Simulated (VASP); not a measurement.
# Ca10Mg2S in VASP: further runs

The runs below take Ca10Mg2S through single point, with PBE.

Everything below comes from runs of VASP 6.6.1. Logs are shortened: lines on timing, memory, paths and dates and some standing lists are left out, and cuts for length are marked.

### Step 1. The cell of the first run

The cell holds a slab with vacuum, 13 atoms: a = 6.607 Å, b = 6.210 Å, c = 22.601 Å, α = 90.00°, β = 90.00°, γ = 90.00°.

### Step 2. Single point, PBE

Contents of INCAR:

```
PREC = Accurate ; ENCUT = 520
EDIFF = 1E-7 ; ISMEAR = 0
SIGMA = 0.05 ; LREAL = False
LASPH = True ; NELM = 100
ALGO = Normal ; ISIF = 2
LWAVE = False ; LCHARG = False
GGA = PE ; NBANDS = 67
```

Contents of KPOINTS:

```
Automatic mesh
0
Gamma
  3 3 1
```

Contents of POSCAR:

```
Ca10Mg2S
1.0
    6.6066120000      0.0000000000      0.0000000000
    0.0000000000      6.2102690000      0.0000000000
    0.0000000000      0.0000000000     22.6012710000
Ca Mg S
10 2 1
Direct
    0.6504404039      0.5000000000      0.2074737669
    0.1556301126      0.5000000000      0.1130735807
    0.6781056400      0.5000000000      0.0442453000
    0.9893855064      0.0000000000      0.1952922379
    0.4956306125      0.0000000000      0.1204960350
    0.1010491231      0.5000000000      0.4629739732
    0.6223054206      0.5000000000      0.3717383600
    0.1546312454      0.5000000000      0.2843008306
    0.4986341492      0.0000000000      0.4606056234
    0.9865997328      0.0000000000      0.3605920806
    0.0000000000      0.0000000000      0.0442453000
    0.4878979100      0.0000000000      0.2887202022
    0.4961241418      0.5000000000      0.4856505022
```

Potentials or basis: VASP PAW PBE potentials, release 64 (Ca_sv, Mg, S).

Started as:

```console
> cat potpaw_PBE.64/Ca_sv/POTCAR potpaw_PBE.64/Mg/POTCAR potpaw_PBE.64/S/POTCAR > POTCAR
> mpirun -np 1 vasp_std > vasp.out
```

OUTCAR:

```text
PREC = Accurate
   ENCUT = 520
   EDIFF = 1E-7
   ISMEAR = 0
   LREAL = False
   LASPH = True
   NELM = 100
   ISIF = 2
   GGA = PE

 ion  position               nearest neighbor table
   1  0.650  0.500  0.207-
   2  0.156  0.500  0.113-
   3  0.678  0.500  0.044-
   4  0.989  0.000  0.195-  11 3.41
   5  0.496  0.000  0.120-
   6  0.101  0.500  0.463-  13 2.66
   7  0.622  0.500  0.372-  13 2.71
   8  0.155  0.500  0.284-
   9  0.499  0.000  0.461-
  10  0.987  0.000  0.361-
  11  0.000  0.000  0.044-   4 3.41
  12  0.488  0.000  0.289-
  13  0.496  0.500  0.486-   6 2.66   7 2.71

  LATTYP: Found a simple orthorhombic cell.
 ALAT       =     6.2102690000
 B/A-ratio  =     1.0638205849
 C/A-ratio  =     3.6393384892

  Lattice vectors:

 A1 = (   0.0000000000,  -6.2102690000,   0.0000000000)
 A2 = (   6.6066120000,   0.0000000000,   0.0000000000)
 A3 = (   0.0000000000,   0.0000000000,  22.6012710000)

Analysis of symmetry for initial positions (statically):
=====================================================================
 Subroutine PRICEL returns:
 Original cell was already a primitive cell.

 Routine SETGRP: Setting up the symmetry group for a
 simple orthorhombic supercell.

 Subroutine GETGRP returns: Found  2 space group operations
 (whereof  2 operations were pure point group operations)
 out of a pool of  8 trial point group operations.

The static configuration has the point symmetry C_1h.

Analysis of symmetry for dynamics (positions and initial velocities):
=====================================================================
 Subroutine PRICEL returns:
 Original cell was already a primitive cell.

 Routine SETGRP: Setting up the symmetry group for a
 simple orthorhombic supercell.

 Subroutine GETGRP returns: Found  2 space group operations
 (whereof  2 operations were pure point group operations)
 out of a pool of  8 trial point group operations.

The dynamic configuration has the point symmetry C_1h.

 Subroutine INISYM returns: Found  2 space group operations
 (whereof  2 operations are pure point group operations),
 and found     1 'primitive' translations

----------------------------------------------------------------------------------------

                                     Primitive cell

  volume of cell :     927.3039

  direct lattice vectors                    reciprocal lattice vectors
     6.606612000  0.000000000  0.000000000     0.151363513  0.000000000  0.000000000
     0.000000000  6.210269000  0.000000000     0.000000000  0.161023621  0.000000000
     0.000000000  0.000000000 22.601271000     0.000000000  0.000000000  0.044245299

  length of vectors
     6.606612000  6.210269000 22.601271000     0.151363513  0.161023621  0.044245299

  position of ions in fractional coordinates (direct lattice)
     0.650440404  0.500000000  0.207473767
     0.155630113  0.500000000  0.113073581
     0.678105640  0.500000000  0.044245300
     0.989385506  0.000000000  0.195292238
     0.495630613  0.000000000  0.120496035
     0.101049123  0.500000000  0.462973973
     0.622305421  0.500000000  0.371738360
     0.154631245  0.500000000  0.284300831
     0.498634149  0.000000000  0.460605623
     0.986599733  0.000000000  0.360592081
     0.000000000  0.000000000  0.044245300
     0.487897910  0.000000000  0.288720202
     0.496124142  0.500000000  0.485650502

  ion indices of the primitive-cell ions
   primitive index   ion index
                 1           1
                 2           2
                 3           3
                 4           4
                 5           5
                 6           6
                 7           7
                 8           8
                 9           9
                10          10
                11          11
                12          12
                13          13

----------------------------------------------------------------------------------------

 KPOINTS: Automatic mesh

Automatic generation of k-mesh.
 Grid dimensions read from file:
 generate k-points for:    3    3    1

 Generating k-lattice:

  Cartesian coordinates                     Fractional coordinates (reciprocal lattice)
     0.050454504  0.000000000  0.000000000     0.333333333  0.000000000  0.000000000
     0.000000000  0.053674540  0.000000000     0.000000000  0.333333333  0.000000000
     0.000000000  0.000000000  0.044245299     0.000000000  0.000000000  1.000000000

  Length of vectors
     0.050454504  0.053674540  0.044245299

  Shift w.r.t. Gamma in fractional coordinates (k-lattice)
     0.000000000  0.000000000  0.000000000

 Subroutine IBZKPT returns following result:
 ===========================================

 Found      4 irreducible k-points:

 Following reciprocal coordinates:
            Coordinates               Weight
  0.000000  0.000000  0.000000      1.000000
  0.333333  0.000000  0.000000      2.000000
  0.000000  0.333333  0.000000      2.000000
  0.333333  0.333333  0.000000      4.000000
   k-points           NKPTS =      4   k-points in BZ     NKDIM =      4   number of bands    NBANDS=     67
   number of dos      NEDOS =    301   number of ions     NIONS =     13
   total plane-waves  NPLWV = 403200
   dimension x,y,z NGX =    50 NGY =   48 NGZ =  168
   dimension x,y,z NGXF=   100 NGYF=   96 NGZF=  336
   ions per type =              10   2   1
   NGX,Y,Z   is equivalent  to a cutoff of  12.58, 12.85, 12.36 a.u.
   NGXF,Y,Z  is equivalent  to a cutoff of  25.16, 25.70, 24.71 a.u.
 SYSTEM =  unknown system
   PREC   = accura    normal or accurate (medium, high low for compatibility)
   ISTART =      0    job   : 0-new  1-cont  2-samecut
   ICHARG =      2    charge: 1-file 2-atom 10-const
   ISPIN  =      1    spin polarized calculation?
   LNONCOLLINEAR =      F non collinear calculations
   LSORBIT =      F    spin-orbit coupling
   LASPH  =      T    aspherical Exc in radial PAW
   ENCUT  =  520.0 eV  38.22 Ry    6.18 a.u.  12.28 11.55 42.02*2*pi/ulx,y,z
   NELM   =    100;   NELMIN=  2; NELMDL= -5     # of ELM steps
   EDIFF  = 0.1E-06   stopping-criterion for ELM
   LREAL  =      F    real-space projection
   EDIFFG = 0.1E-05   stopping-criterion for IOM
   NSW    =      0    number of steps for IOM
   IBRION =     -1    ionic relax: 0-MD 1-quasi-New 2-CG
   NFREE  =      0    steps in history (QN), initial steepest desc. (CG)
   ISIF   =      2    stress and relaxation
   ISYM   =      2    0-nonsym 1-usesym 2-fastsym
   POTIM  = 0.5000    time-step for ionic-motion
   TEBEG  =    0.0;   TEEND  =   0.0 temperature during run
   PSTRESS=    0.0 pullay stress
   NELECT =     110.0000    total number of electrons
   NUPDOWN=      -1.0000    fix difference up-down
   EMIN   =  10.00;   EMAX   =-10.00  energy-range for DOS
   EFERMI =   0.00;   METHOD = LEGACY
   ISMEAR =     0;   SIGMA  =   0.05  broadening in eV -4-tet -1-fermi 0-gaus
   EFERMI_NEDOS =   21; number of points for ismear=-14 and -15
   IALGO  =     38    algorithm
   IMIX   =      4    mixing-type and parameters
     AMIX     =   0.40;   BMIX     =  1.00
     AMIX_MAG =   1.60;   BMIX_MAG =  1.00
  volume/ion in A,a.u.               =      71.33       481.37
  Fermi-wavevector in a.u.,A,eV,Ry     =   0.804387  1.520071  8.803492  0.647038
  Thomas-Fermi vector in A             =   1.912434
   LORBIT       =      0    0 simple, 1 ext, 2 COOP (PROOUT), +10 PAW based schemes
   GGA     = PE    functional components
   LHFCALC =     F    Hartree Fock is set to
   AEXX    =    0.0000 exact exchange contribution
   IVDW    =     0    specifies the selected vdW correction
   LEPSILON=     F    determine dielectric tensor
   LRPA    =     F    only Hartree local field effects (RPA)
 non-spin polarized calculation
 Gauss-broadening in eV      SIGMA  =   0.05
  energy-cutoff  :      520.00
  volume of cell :      927.30
 maximum number of plane-waves:     25023
 NGX is ok and might be reduce to    50
   NGX = 25   NGY = 23   NGZ = 85

 number of electron     110.0000014 magnetization

 Free energy of the ion-electron system (eV)
  ---------------------------------------------------
  ext. energy  EPLUGINS =         0.00000000
  ---------------------------------------------------
  free energy    TOTEN  =       -27.04504227 eV

  energy without entropy =      -27.03307132  energy(sigma->0) =      -27.03905679

 E-fermi :  -0.2238     XC(G=0):  -4.8192

 val. band max:       -0.2420022507   @ k =   0.0000   0.0000   0.0000
 cond. band min:      -0.1303506575   @ k =   0.0000   0.3333   0.0000
 fundamental gap:      0.1116515932
 Fermi energy:        -0.2238123588

 k-point     1 :       0.0000    0.0000    0.0000
  band No.  band energies     occupation
      1     -42.9964      2.00000
      2     -42.8159      2.00000
      3     -42.5679      2.00000
      4     -42.2455      2.00000
      5     -42.1832      2.00000
      6     -42.1347      2.00000
[... 59 lines left out ...]
     66       0.8956      0.00000
     67       1.1796      0.00000

 k-point     2 :       0.3333    0.0000    0.0000
  band No.  band energies     occupation
      1     -42.9964      2.00000
      2     -42.8159      2.00000
      3     -42.5678      2.00000
      4     -42.2455      2.00000
      5     -42.1831      2.00000
      6     -42.1346      2.00000
[... 59 lines left out ...]
     66       0.9658      0.00000
     67       1.1636      0.00000

 k-point     3 :       0.0000    0.3333    0.0000
  band No.  band energies     occupation
      1     -42.9964      2.00000
      2     -42.8159      2.00000
      3     -42.5678      2.00000
      4     -42.2454      2.00000
      5     -42.1831      2.00000
      6     -42.1348      2.00000
[... 59 lines left out ...]
     66       0.9927      0.00000
     67       1.0156      0.00000

 k-point     4 :       0.3333    0.3333    0.0000
  band No.  band energies     occupation
      1     -42.9964      2.00000
      2     -42.8159      2.00000
      3     -42.5678      2.00000
      4     -42.2454      2.00000
      5     -42.1830      2.00000
      6     -42.1346      2.00000
[... 59 lines left out ...]
     66       1.0580      0.00000
     67       1.2284      0.00000

------------------------ aborting loop because EDIFF is reached ----------------------------------------

  FORCE on cell =-STRESS in cart. coord.  units (eV):
  Direction    XX          YY          ZZ          XY          YZ          ZX
  --------------------------------------------------------------------------------------
  -------------------------------------------------------------------------------------
  Total       -2.5975216     -5.0321334      0.0506601      0.0000000      0.0000000     -0.0668174
  in kB       -4.4879465     -8.6944207      0.0875296      0.0000000      0.0000000     -0.1154457
  external PRESSURE =      -4.3649459 kB  Pullay stress =       0.0000000 kB

 VOLUME and BASIS-vectors are now :
 -----------------------------------------------------------------------------
  energy-cutoff  :      520.00
  volume of cell :      927.30
      direct lattice vectors                 reciprocal lattice vectors
     6.606612000  0.000000000  0.000000000     0.151363513  0.000000000  0.000000000
     0.000000000  6.210269000  0.000000000     0.000000000  0.161023621  0.000000000
     0.000000000  0.000000000 22.601271000     0.000000000  0.000000000  0.044245299

 POSITION                                       TOTAL-FORCE (eV/Angst)
 -----------------------------------------------------------------------------------
      4.29721      3.10513      4.68917        -0.003220      0.000000      0.002646
      1.02819      3.10513      2.55561        -0.002161      0.000000     -0.000586
      4.47998      3.10513      1.00000         0.078638      0.000000     -0.321385
      6.53649      0.00000      4.41385         0.001323      0.000000     -0.001763
      3.27444      0.00000      2.72336        -0.001256      0.000000      0.000814
      0.66759      3.10513     10.46380        -0.015726      0.000000      0.002107
      4.11133      3.10513      8.40176         0.004002      0.000000     -0.018035
      1.02159      3.10513      6.42556         0.003469      0.000000      0.001931
      3.29428      0.00000     10.41027        -0.002235      0.000000      0.002158
      6.51808      0.00000      8.14984        -0.002596      0.000000     -0.000788
      0.00000      0.00000      1.00000        -0.068839      0.000000      0.310039
      3.22335      0.00000      6.52544        -0.000325      0.000000      0.001528
      3.27770      3.10513     10.97632         0.008926      0.000000      0.021335
 -----------------------------------------------------------------------------------
    total drift:                               -0.000415      0.000000     -0.000554

  FREE ENERGIE OF THE ION-ELECTRON SYSTEM (eV)
  ---------------------------------------------------
  free  energy   TOTEN  =       -27.0450422681 eV

  energy  without entropy=      -27.0330713216  energy(sigma->0) =      -27.03905679
```

It took 6.7 min on 1 thread of AMD EPYC 9R14 (Zen 4), shared host; peak memory 0.83 GiB.

Results:

```
Free energy            : -27.0450 eV
Largest force          : 0.331 eV/Å
Band gap on the k mesh : zero (band 55 reaches -0.10 eV, above the bottom of band 56 at -0.30 eV)
```

Forces in eV/Å, atoms in the order of the input:
```
Ca  -0.003  0.000  0.003
Ca  -0.002  0.000 -0.001
Ca   0.079  0.000 -0.321
Ca   0.001  0.000 -0.002
Ca  -0.001  0.000  0.001
Ca  -0.016  0.000  0.002
Ca   0.004  0.000 -0.018
Ca   0.003  0.000  0.002
Ca  -0.002  0.000  0.002
Ca  -0.003  0.000 -0.001
Mg  -0.069  0.000  0.310
Mg   0.000  0.000  0.002
S    0.009  0.000  0.021
```

Levels at points of the mesh, in eV from the Fermi level:
```csv
k point,band 52,band 53,band 54,band 55,band 56,band 57,band 58,band 59
"(0.00, 0.00, 0.00)",-0.29,-0.23,-0.18,-0.02,-0.02,0.13,0.46,0.49
```

(Continued in part 2 of 2.)
